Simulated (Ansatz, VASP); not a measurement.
# AlSi2B4 in VASP and in Ansatz

```xyz
7
Lattice="3.1498 -3.1539 -0.0050 3.1498 3.1539 -0.0050 -3.1014 0.0000 3.5529" Properties=species:S:1:pos:R:3 pbc="T T T"
Al    0.0000    0.0000    0.0000
Si    3.1533    0.0000    1.1056
Si    0.0450    0.0000    2.4372
B     1.5749    1.5769   -0.0025
B     1.5991    1.5676    1.7714
B     1.5749   -1.5769   -0.0025
B     1.5991   -1.5676    1.7714
```

Change from the starting cell: species swapped into the Nd2CuO4 type (C2/m, No. 12).

Alike in both runs: functional PBE; k mesh 4 × 4 × 6; occupations gaussian, width 0.1 eV; no spin polarisation.

Ansatz relaxed the structure, and its values are those at the end. VASP's run is a single point on that final structure, the one shown.

|  | VASP | Ansatz |
| --- | --- | --- |
| version | VASP 6.6.1 | Ansatz 0.2.0 |
| potentials or method | VASP PAW PBE potentials, release 64 (Al, Si, B), cutoff 520 eV | scalar-relativistic, plane waves, PAW |
| valence electrons in the cell | 23 | 23 |

```tsv
	VASP	Ansatz	Ansatz less VASP
gap on the k mesh at the Fermi level (eV)	none	none	-
pressure (GPa)	-0.1	-0.1	+0.07
rms of the force components (eV/Å)	0.006	0.011	+0.0051
```

A gap of «none» marks a metal or a gap that the smearing closes.

The k mesh is coarse, so the values compare programs but aren't converged.
